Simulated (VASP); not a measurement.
A run of VASP 6.6.1 is set up as follows.

File INCAR:

```
  PREC = Accurate
  ENCUT = 520
  EDIFF = 1E-6
  ISMEAR = 0
  SIGMA = 0.05
  LREAL = F
  LASPH = T
  NELM = 80
  ALGO = Normal
  ISIF = 2
  LWAVE = F
  LCHARG = T
  LELF = T
  LVHAR = T
  NBANDS = 11
```

Contents of KPOINTS:

```
regular mesh
0
Gamma
  12 12 12
```

Contents of POSCAR:

```
C
1.0
    0.0000000000      1.7834000000      1.7834000000
    1.7834000000      0.0000000000      1.7834000000
    1.7834000000      1.7834000000      0.0000000000
C
2
Direct
    0.5000000000      0.5000000000      0.5000000000
    0.7500000000      0.7500000000      0.7500000000
```

Potentials or basis: VASP PAW LDA potentials, release 64 (C).

Command:

```sh
$ cat potpaw_LDA.64/C/POTCAR > POTCAR
$ mpirun -np 1 vasp_std > vasp.out
```

**Question.** Estimate the band gap on the k mesh.

**Answer.** 4.12 eV, indirect (least direct gap 5.54 eV).

**Question.** Predict the pressure.

**Answer.** -11.7 GPa.

A k mesh can miss the band edges. As with any semilocal functional, this LDA gap is likely too small.
